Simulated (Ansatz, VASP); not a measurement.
Co in VASP and in Ansatz

```
Co
1.0
     3.74922    0.00000    0.00000
    -1.87461    3.24692    0.00000
     0.00000    0.00000    2.29640
Co
3
Direct
  0.00000 0.00000 0.00000
  0.33333 0.66667 0.50000
  0.66667 0.33333 0.50000
```

Alike in both runs: task single point; functional PBEsol; k mesh 11 × 11 × 15; occupations fermi-dirac, width 0.1 eV; no spin polarisation.

```csv
,VASP,Ansatz
version,VASP 6.6.1,Ansatz 0.2.0
potentials or method,"VASP PAW PBE potentials, release 64 (Co), cutoff 520 eV","plane waves (420 eV) with PAW, scalar-relativistic"
valence electrons in the cell,27,51
```

|  | VASP | Ansatz | Ansatz less VASP |
| --- | --- | --- | --- |
| pressure (GPa) | 26.0 | 27.6 | +1.64 |
| traceless stress, the component that is largest in VASP (GPa) | -0.72 | -0.81 | -0.084 |

VASP's potentials were made for PBE, not for PBEsol, and Ansatz warns of the same on its side. VASP's potentials hold 27 valence electrons a cell and Ansatz's 51, so a difference there can come from the potentials and not from the codes.
